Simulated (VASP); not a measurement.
# C in VASP: further runs

Runs on C. Level: PBE+D3(BJ). Tasks: single point.

All numbers are computed with VASP 6.6.1; they aren't measurements. Logs are shortened: lines on timing, memory, paths and dates and some standing lists are left out, and cuts for length are marked.

## 1. The cell of the first run

The cell holds a slab with vacuum, 2 atoms: a = 2.465 Å, b = 2.465 Å, c = 26.000 Å, α = 90.00°, β = 90.00°, γ = 120.00°.

## 2. Single point, PBE+D3(BJ) (atoms taken out)

INCAR

```
SYSTEM = C
PREC     = Accurate       ! precision mode
ENCUT    = 520            ! plane-wave cutoff, eV
EDIFF    = 1E-6           ! SCF threshold, eV
ISMEAR   = 0              ! smearing method
SIGMA    = 0.1            ! smearing width, eV
LREAL    = .False.        ! projectors in reciprocal space
LASPH    = .True.         ! aspherical terms in the spheres
NELM     = 120            ! most SCF steps
ALGO     = Normal         ! electronic algorithm
ISIF     = 2              ! what is computed and relaxed
LWAVE    = .False.        ! write WAVECAR
LCHARG   = .False.        ! write CHGCAR
LDIPOL   = .True.       
IDIPOL   = 3            
DIPOL    = 0.5 0.5 0.500
GGA      = PE             ! functional
IVDW     = 12             ! dispersion correction
NBANDS   = 11             ! bands
GGA_COMPAT= .False.      
NELMDL   = -8
```

KPOINTS

```
Automatic mesh
0
Gamma
  12 12 1
  0 0 0
```

POSCAR

```
C
1.0
    2.4649796689      0.0000000000      0.0000000000
   -1.2324898345      2.1347350131      0.0000000000
    0.0000000000      0.0000000000     26.0000004707
C
2
Direct
    0.0000000000      0.0000000000      0.5000000045
    0.6666666667      0.3333333333      0.4999999955
```

Potentials or basis: VASP PAW PBE potentials, release 64 (C).

Command:

```sh
cat potpaw_PBE.64/C/POTCAR > POTCAR
mpirun -np 1 vasp_std > vasp.out
```

OUTCAR:

```text
SYSTEM = C
   PREC = Accurate
   ENCUT = 520
   EDIFF = 1E-6
   ISMEAR = 0
   LREAL = .False.
   LASPH = .True.
   NELM = 120
   ISIF = 2
   GGA = PE
   IVDW = 12
   NELMDL = -8
 IVDW          = 12

 ion  position               nearest neighbor table
   1  0.000  0.000  0.500-   2 1.42   2 1.42   2 1.42
   2  0.667  0.333  0.500-   1 1.42   1 1.42   1 1.42

  LATTYP: Found a hexagonal cell.
 ALAT       =     2.4649796689
 C/A-ratio  =    10.5477545307

  Lattice vectors:

 A1 = (   2.4649796689,   0.0000000000,   0.0000000000)
 A2 = (  -1.2324898345,   2.1347350131,   0.0000000000)
 A3 = (   0.0000000000,   0.0000000000,  26.0000004707)

Analysis of symmetry for initial positions (statically):
=====================================================================
 Subroutine PRICEL returns:
 Original cell was already a primitive cell.

 Routine SETGRP: Setting up the symmetry group for a
 hexagonal supercell.

 Subroutine GETGRP returns: Found 24 space group operations
 (whereof 12 operations were pure point group operations)
 out of a pool of 24 trial point group operations.

The static configuration has the point symmetry D_3h.
 The point group associated with its full space group is D_6h.

Analysis of symmetry for dynamics (positions and initial velocities):
=====================================================================
 Subroutine PRICEL returns:
 Original cell was already a primitive cell.

 Routine SETGRP: Setting up the symmetry group for a
 hexagonal supercell.

 Subroutine GETGRP returns: Found 24 space group operations
 (whereof 12 operations were pure point group operations)
 out of a pool of 24 trial point group operations.

The dynamic configuration has the point symmetry D_3h.
 The point group associated with its full space group is D_6h.

 Subroutine INISYM returns: Found 24 space group operations
 (whereof 12 operations are pure point group operations),
 and found     1 'primitive' translations

----------------------------------------------------------------------------------------

                                     Primitive cell

  volume of cell :     136.8140

  direct lattice vectors                    reciprocal lattice vectors
     2.464979669  0.000000000  0.000000000     0.405682859  0.234221108  0.000000000
    -1.232489834  2.134735013  0.000000000     0.000000000  0.468442216  0.000000000
     0.000000000  0.000000000 26.000000471     0.000000000  0.000000000  0.038461538

  length of vectors
     2.464979669  2.464979669 26.000000471     0.468442216  0.468442216  0.038461538

  position of ions in fractional coordinates (direct lattice)
     0.000000000  0.000000000  0.500000005
     0.666666667  0.333333333  0.499999995

  ion indices of the primitive-cell ions
   primitive index   ion index
                 1           1
                 2           2

----------------------------------------------------------------------------------------

 KPOINTS: Automatic mesh

Automatic generation of k-mesh.
 Grid dimensions read from file:
 generate k-points for:   12   12    1

 Generating k-lattice:

  Cartesian coordinates                     Fractional coordinates (reciprocal lattice)
     0.033806905  0.019518426  0.000000000     0.083333333 -0.000000000  0.000000000
     0.000000000  0.039036851  0.000000000     0.000000000  0.083333333  0.000000000
     0.000000000  0.000000000  0.038461538     0.000000000  0.000000000  1.000000000

  Length of vectors
     0.039036851  0.039036851  0.038461538

  Shift w.r.t. Gamma in fractional coordinates (k-lattice)
     0.000000000  0.000000000  0.000000000

 Subroutine IBZKPT returns following result:
 ===========================================

 Found     19 irreducible k-points:

 Following reciprocal coordinates:
            Coordinates               Weight
  0.000000  0.000000  0.000000      1.000000
  0.083333  0.000000  0.000000      6.000000
  0.166667  0.000000  0.000000      6.000000
  0.250000  0.000000  0.000000      6.000000
  0.333333  0.000000  0.000000      6.000000
  0.416667  0.000000  0.000000      6.000000
[... 11 lines left out ...]
  0.333333  0.250000  0.000000     12.000000
  0.333333  0.333333  0.000000      2.000000
   k-points           NKPTS =     19   k-points in BZ     NKDIM =     19   number of bands    NBANDS=     11
   number of dos      NEDOS =    301   number of ions     NIONS =      2
   total plane-waves  NPLWV =  63504
   dimension x,y,z NGX =    18 NGY =   18 NGZ =  196
   dimension x,y,z NGXF=    36 NGYF=   36 NGZF=  392
   ions per type =               2
   NGX,Y,Z   is equivalent  to a cutoff of  12.14, 12.14, 12.53 a.u.
   NGXF,Y,Z  is equivalent  to a cutoff of  24.28, 24.28, 25.06 a.u.
 SYSTEM =  C
   PREC   = accura    normal or accurate (medium, high low for compatibility)
   ISTART =      0    job   : 0-new  1-cont  2-samecut
   ICHARG =      2    charge: 1-file 2-atom 10-const
   ISPIN  =      1    spin polarized calculation?
   LNONCOLLINEAR =      F non collinear calculations
   LSORBIT =      F    spin-orbit coupling
   LASPH  =      T    aspherical Exc in radial PAW
   ENCUT  =  520.0 eV  38.22 Ry    6.18 a.u.   4.58  4.58 48.34*2*pi/ulx,y,z
   NELM   =    120;   NELMIN=  2; NELMDL= -8     # of ELM steps
   EDIFF  = 0.1E-05   stopping-criterion for ELM
   LREAL  =      F    real-space projection
   EDIFFG = 0.1E-04   stopping-criterion for IOM
   NSW    =      0    number of steps for IOM
   IBRION =     -1    ionic relax: 0-MD 1-quasi-New 2-CG
   NFREE  =      0    steps in history (QN), initial steepest desc. (CG)
   ISIF   =      2    stress and relaxation
   ISYM   =      2    0-nonsym 1-usesym 2-fastsym
   POTIM  = 0.5000    time-step for ionic-motion
   TEBEG  =    0.0;   TEEND  =   0.0 temperature during run
   PSTRESS=    0.0 pullay stress
   NELECT =       8.0000    total number of electrons
   NUPDOWN=      -1.0000    fix difference up-down
   EMIN   =  10.00;   EMAX   =-10.00  energy-range for DOS
   EFERMI =   0.00;   METHOD = LEGACY
   ISMEAR =     0;   SIGMA  =   0.10  broadening in eV -4-tet -1-fermi 0-gaus
   EFERMI_NEDOS =   21; number of points for ismear=-14 and -15
   IALGO  =     38    algorithm
   IMIX   =      4    mixing-type and parameters
     AMIX     =   0.40;   BMIX     =  1.00
     AMIX_MAG =   1.60;   BMIX_MAG =  1.00
  volume/ion in A,a.u.               =      68.41       461.63
  Fermi-wavevector in a.u.,A,eV,Ry     =   0.635421  1.200771  5.493479  0.403759
  Thomas-Fermi vector in A             =   1.699748
   LORBIT       =      0    0 simple, 1 ext, 2 COOP (PROOUT), +10 PAW based schemes
   GGA     = PE    functional components
   LHFCALC =     F    Hartree Fock is set to
   AEXX    =    0.0000 exact exchange contribution
   IVDW    =    12    specifies the selected vdW correction
   LEPSILON=     F    determine dielectric tensor
   LRPA    =     F    only Hartree local field effects (RPA)
 non-spin polarized calculation
 Gauss-broadening in eV      SIGMA  =   0.10
  energy-cutoff  :      520.00
  volume of cell :      136.81
 maximum number of plane-waves:      3740
   NGX =  9   NGY =  9   NGZ = 97

 number of electron       7.9999997 magnetization

 dipolmoment           0.000000      0.000000      0.000000 electrons x Angstroem

 Free energy of the ion-electron system (eV)
  ---------------------------------------------------
  ext. energy  EPLUGINS =         0.00000000
  ---------------------------------------------------
  free energy    TOTEN  =       -18.44594147 eV

  energy without entropy =      -18.44437427  energy(sigma->0) =      -18.44515787

 E-fermi :  -3.0852     XC(G=0):  -1.6793

 val. band max:       -3.0852054964   @ k =   0.3333   0.3333   0.0000
 cond. band min:      -3.0852054939   @ k =   0.3333   0.3333   0.0000
 fundamental gap:      0.0000000026
 Fermi energy:        -3.0852054954

 k-point     1 :       0.0000    0.0000    0.0000
  band No.  band energies     occupation
      1     -22.6176      2.00000
      2     -10.7107      2.00000
      3      -6.1308      2.00000
      4      -6.1308      2.00000
      5       0.1730      0.00000
      6       0.9433      0.00000
      7       1.2060      0.00000
      8       1.6707      0.00000
      9       1.9634      0.00000
     10       2.8596      0.00000
     11       3.2608      0.00000

 k-point     2 :       0.0833    0.0000    0.0000
  band No.  band energies     occupation
      1     -22.4534      2.00000
      2     -10.5147      2.00000
      3      -6.7821      2.00000
      4      -6.4696      2.00000
      5       0.3958      0.00000
      6       1.1694      0.00000
      7       1.4350      0.00000
      8       1.8985      0.00000
      9       2.1910      0.00000
     10       3.0862      0.00000
     11       3.4867      0.00000

 k-point     3 :       0.1667    0.0000    0.0000
  band No.  band energies     occupation
      1     -21.9627      2.00000
      2      -9.9320      2.00000
      3      -8.4211      2.00000
      4      -7.2625      2.00000
      5       1.0643      0.00000
      6       1.8465      0.00000
      7       2.1218      0.00000
      8       2.5811      0.00000
      9       2.8739      0.00000
     10       3.7648      0.00000
     11       4.1633      0.00000

 k-point     4 :       0.2500    0.0000    0.0000
  band No.  band energies     occupation
      1     -21.1512      2.00000
      2     -10.5209      2.00000
      3      -8.9817      2.00000
      4      -8.1426      2.00000
      5       2.1762      0.00000
      6       2.9605      0.00000
      7       3.2665      0.00000
      8       3.7048      0.00000
      9       4.0099      0.00000
     10       4.1862      0.00000
     11       4.9390      0.00000

 k-point     5 :       0.3333    0.0000    0.0000
  band No.  band energies     occupation
      1     -20.0313      2.00000
      2     -12.7254      2.00000
      3      -8.8760      2.00000
      4      -7.7141      2.00000
      5       1.8265      0.00000
      6       3.7189      0.00000
      7       4.5659      0.00000
      8       4.6305      0.00000
      9       4.8723      0.00000
     10       5.3154      0.00000
     11       5.6128      0.00000
[... 141 lines left out ...]
 k-point    16 :       0.4167    0.1667    0.0000
  band No.  band energies     occupation
      1     -16.9490      2.00000
      2     -15.9332      2.00000
      3     -11.3270      2.00000
      4      -4.8497      2.00000
      5      -1.6334      0.00000
      6       6.8428      0.00000
      7       8.5227      0.00000
      8       8.5900      0.00000
      9       8.7892      0.00000
     10       9.7431      0.00000
     11      10.1289      0.00000

 k-point    17 :       0.2500    0.2500    0.0000
  band No.  band energies     occupation
      1     -18.3310      2.00000
      2     -13.6227      2.00000
      3     -12.0504      2.00000
      4      -5.8262      2.00000
      5      -0.2672      0.00000
      6       6.1403      0.00000
      7       6.8067      0.00000
      8       7.3868      0.00000
      9       7.7327      0.00000
     10       8.0998      0.00000
     11       8.6993      0.00000

 k-point    18 :       0.3333    0.2500    0.0000
  band No.  band energies     occupation
      1     -16.9077      2.00000
      2     -15.0449      2.00000
      3     -12.7581      2.00000
      4      -4.4409      2.00000
      5      -1.7874      0.00000
      6       7.7878      0.00000
      7       8.2313      0.00000
      8       9.1157      0.00000
      9       9.6729      0.00000
     10       9.6775      0.00000
     11      10.1765      0.00000

 k-point    19 :       0.3333    0.3333    0.0000
  band No.  band energies     occupation
      1     -15.6894      2.00000
      2     -15.6894      2.00000
      3     -13.6536      2.00000
      4      -3.0852      1.00000
      5      -3.0852      1.00000
      6       7.5263      0.00000
      7       9.7996      0.00000
      8       9.7996      0.00000
      9      10.4054      0.00000
     10      11.7742      0.00000
     11      11.7749      0.00000

------------------------ aborting loop because EDIFF is reached ----------------------------------------

 vacuum level on the upper side and lower side of the slab       (xc-potential included)        -0.009        -0.009

 Edisp (eV)   -0.17718

 E8    (eV) :    -0.0555

  FORCE on cell =-STRESS in cart. coord.  units (eV):
  Direction    XX          YY          ZZ          XY          YZ          ZX
  --------------------------------------------------------------------------------------
  -------------------------------------------------------------------------------------
  Total       0.12689     0.12689    -0.01078    -0.00000     0.00000    -0.00000
  in kB       1.48596     1.48596    -0.12620    -0.00000     0.00000    -0.00000
  external pressure =        0.95 kB  Pullay stress =        0.00 kB

 VOLUME and BASIS-vectors are now :
 -----------------------------------------------------------------------------
  energy-cutoff  :      520.00
  volume of cell :      136.81
      direct lattice vectors                 reciprocal lattice vectors
     2.464979669  0.000000000  0.000000000     0.405682859  0.234221108  0.000000000
    -1.232489834  2.134735013  0.000000000     0.000000000  0.468442216  0.000000000
     0.000000000  0.000000000 26.000000471     0.000000000  0.000000000  0.038461538

 POSITION                                       TOTAL-FORCE (eV/Angst)
 -----------------------------------------------------------------------------------
      0.00000      0.00000     13.00000         0.000000     -0.000000      0.000000
      1.23249      0.71158     13.00000        -0.000000      0.000000      0.000000
 -----------------------------------------------------------------------------------
    total drift:                               -0.000000      0.000000      0.000000

  FREE ENERGIE OF THE ION-ELECTRON SYSTEM (eV)
  ---------------------------------------------------
  free  energy   TOTEN  =       -18.6231262256 eV

  energy  without entropy=      -18.6215590323  energy(sigma->0) =      -18.62234263

 vacuum level on the upper side and lower side of the slab         1.145         1.145
```

Run time: 20 s. Hardware: 1 thread of Intel Xeon 6975P-C (Granite Rapids), shared host; peak memory 0.24 GiB.

Results:

| Property | Result |
| --- | --- |
| Free energy | -18.6231 eV |
| Band gap on the k mesh | zero (filled and empty bands touch) |
| Dispersion energy per atom | -0.089 eV |

Levels at points of the mesh, in eV from the Fermi level:
| k point | band 2 | band 3 | band 4 | band 5 | band 6 | band 7 |
| --- | --- | --- | --- | --- | --- | --- |
| (0.00, 0.00, 0.00) | -7.63 | -3.05 | -3.05 | 3.26 | 4.03 | 4.29 |
| (0.50, 0.00, 0.00) | -13.25 | -6.43 | -2.36 | 1.68 | 7.38 | 11.11 |

Caveat: the cell differs from its parent crystal (atoms taken out).

## 3. Single point, PBE+D3(BJ), collinear spin (atoms taken out)

INCAR

```
SYSTEM = C
ALGO = Normal
DIPOL = 0.5 0.5 0.500
EDIFF = 1E-6
ENCUT = 520
GGA = PE
GGA_COMPAT = .False.
IDIPOL = 3
ISIF = 2
ISMEAR = 0
ISPIN = 2
IVDW = 12
LASPH = .True.
LCHARG = .False.
LDIPOL = .True.
LORBIT = 11
LREAL = .False.
LWAVE = .False.
MAGMOM = 1 1
NBANDS = 15
NELM = 200
NELMDL = -8
PREC = Accurate
SIGMA = 0.1
```

KPOINTS

```
k-points
0
Gamma
  12 12 1
  0 0 0
```

POSCAR is that of step 2.

Potentials or basis: VASP PAW PBE potentials, release 64 (C).

Command:

```sh
cat potpaw_PBE.64/C/POTCAR > POTCAR
mpirun -np 1 vasp_std > vasp.out
```

Run time: 72 s. Hardware: 1 thread of Intel Xeon 6975P-C (Granite Rapids), shared host; peak memory 0.3 GiB.

It converged, with:

```yaml
Free_energy: -18.6231 eV
Band_gap_on_the_k_mesh: zero (filled and empty bands touch)
Net_moment: 0.00 μB per cell
Valence_electrons_inside_the_program's_atomic_spheres: C 2.65
Dispersion_energy_per_atom: -0.089 eV
```

Levels at points of the mesh, in eV from the Fermi level:
Spin up:
```csv
k point,band 2,band 3,band 4,band 5,band 6,band 7
"(0.00, 0.00, 0.00)",-7.63,-3.05,-3.05,3.26,4.02,4.28
"(0.50, 0.00, 0.00)",-13.25,-6.43,-2.36,1.68,7.38,11.11
```
Spin down:
```
           k point  band 1  band 2  band 3  band 4  band 5  band 6  band 7  band 8  band 9
(0.00, 0.00, 0.00)  -19.53   -7.63   -3.05   -3.05    3.26    4.05    4.34    4.77    5.07
(0.50, 0.00, 0.00)  -14.29  -13.25   -6.43   -2.36    1.68    7.38   11.12   11.27   11.96
```

Caveat: the cell differs from its parent crystal (atoms taken out).
